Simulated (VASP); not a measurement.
Crystal: SnIrS3.

```
Sn Ir S
1.0
     4.42785    0.00000    0.00000
     0.00000    4.42785    0.00000
     0.00000    0.00000    4.48334
Sn Ir S
1 1 3
Direct
  0.00000 0.00000 0.00000
  0.50000 0.50000 0.51500
  0.50000 0.50000 0.97500
  0.00000 0.50000 0.48500
  0.50000 0.00000 0.48500
```

```yaml
Program: VASP 6.6.1
Task: relaxation of cell and atoms
Functional: PBE
Potentials_or_basis: VASP PAW PBE potentials, release 64 (Sn_d, Ir, S)
Cutoff: 600 eV
k_mesh: 4 × 4 × 4
Occupations: gaussian, width 0.1 eV
Spin: collinear spin
Starting_moments: "[0.0, 0.14, 0.0, 0.0, 0.0] μB"
```

At the start: pressure 25.9 GPa; volume 17.58 Å³/atom.

Question: Where does the relaxation end?

Answer: Over 37 steps the energy falls by 582.6 meV/atom and the volume is 22.41 Å³/atom (+27.5 %); space group P4mm (No. 99, to 0.1 Å) before and after; moment 0.00 μB per cell.

Step by step:
```csv
step,energy change (eV),largest force (eV/Å),pressure (GPa),volume (Å³)
1,0.0000,4.3446,25.92,87.90
2,-0.3303,0.4100,-10.89,129.24
3,-1.3854,0.3460,-0.45,105.47
4,-1.3868,0.3460,-0.10,105.03
5,-1.3871,0.3459,0.21,104.66
6,-1.4155,0.4014,-0.17,105.10
7,-1.4713,0.5209,-0.87,106.14
8,-1.6289,1.1513,-1.21,107.98
9,-2.0731,2.9155,0.28,110.77
10,-2.2030,0.3517,-1.17,113.07
11,-2.5164,1.9765,0.27,112.03
12,-2.5251,0.6094,-0.19,112.61
13,-2.5467,1.1646,0.14,112.30
14,-2.5601,0.7802,-0.20,112.65
15,-2.5662,0.6418,-0.56,113.02
16,-2.5811,0.6473,-0.47,112.86
17,-2.6229,0.6665,-0.20,112.37
18,-2.6901,0.7110,0.49,111.37
19,-2.7147,1.6965,2.51,109.19
20,-2.7266,0.9867,1.60,110.09
21,-2.7620,0.8625,1.06,110.49
22,-2.8305,0.6836,-0.41,111.63
23,-2.8115,0.5527,-2.57,113.66
24,-2.8431,0.5956,-1.39,112.54
25,-2.8686,0.4522,-0.82,111.42
26,-2.8814,0.5471,0.08,109.91
27,-2.8928,0.1832,0.40,109.59
28,-2.8950,0.1366,0.62,109.37
29,-2.8998,0.1601,0.07,110.09
30,-2.9005,0.2592,-0.24,110.51
31,-2.9041,0.2378,-0.07,110.58
32,-2.9083,0.1840,0.36,110.73
33,-2.9117,0.1197,0.08,111.62
34,-2.9119,0.1773,0.00,111.91
35,-2.9127,0.0514,-0.16,112.41
36,-2.9128,0.0421,-0.12,112.28
37,-2.9128,0.0240,0.11,112.06
```

Final structure:
```cif
data_structure
_symmetry_space_group_name_H-M 'P 1'
_symmetry_Int_Tables_number 1
_cell_length_a 4.4212
_cell_length_b 4.4212
_cell_length_c 5.7326
_cell_angle_alpha 90.000
_cell_angle_beta 90.000
_cell_angle_gamma 90.000
_cell_volume 112.06
loop_
_atom_site_label
_atom_site_type_symbol
_atom_site_fract_x
_atom_site_fract_y
_atom_site_fract_z
_atom_site_occupancy
Sn1 Sn 0.00000 0.00000 0.12671 1
Ir1 Ir 0.50000 0.50000 0.55378 1
S1 S 0.50000 0.50000 0.94266 1
S2 S 0.00000 0.50000 0.41843 1
S3 S 0.50000 0.00000 0.41843 1
```

Caveat: the volume moved by over 15 % at a fixed basis, so the end points are rough.
